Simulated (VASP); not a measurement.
Crystal: W.

```
CELL_PARAMETERS angstrom
0.00000 2.03000 2.03000
2.03000 0.00000 2.03000
2.03000 2.03000 0.00000
ATOMIC_POSITIONS crystal
W 0.00000 0.00000 0.00000
```

| Quantity | Value |
| --- | --- |
| Program | VASP 6.6.1 |
| Task | relaxation of cell and atoms |
| Functional | PBEsol |
| Potentials or basis | VASP PAW PBE potentials, release 64 (W_sv) |
| Cutoff | 600 eV |
| k mesh | 17 × 17 × 17 |
| Occupations | fermi-dirac, width 0.1 eV |
| Spin | no spin polarisation |

At the start: pressure -11.8 GPa; volume 16.73 Å³/atom.

Problem. How do energy, volume and symmetry change on relaxing?

Solution. Over 7 steps the energy falls by 26.9 meV/atom and the volume is 16.03 Å³/atom (-4.2 %); space group Fm-3m (No. 225, to 0.05 Å).

Step by step:
| step | energy change (eV) | largest force (eV/Å) | pressure (GPa) | volume (Å³) |
| --- | --- | --- | --- | --- |
| 1 | 0.0000 | 0.0000 | -11.83 | 16.73 |
| 2 | 0.3043 | 0.0000 | 56.43 | 13.91 |
| 3 | -0.0268 | 0.0000 | -0.78 | 16.07 |
| 4 | -0.0269 | 0.0000 | -0.12 | 16.03 |
| 5 | -0.0269 | 0.0000 | 0.13 | 16.02 |
| 6 | -0.0269 | 0.0000 | -0.34 | 16.05 |
| 7 | -0.0269 | 0.0000 | 0.00 | 16.03 |

Final structure:
```yaml
crystal:
  lattice:
    - [0.00000, 2.00116, 2.00116]
    - [2.00116, 0.00000, 2.00116]
    - [2.00116, 2.00116, 0.00000]
  atoms:
    - { symbol: W, position: [0.00000, 0.00000, 0.00000] }
```

Caveat: the PAW data sets were made with another functional, which shifts forces and pressure a little.
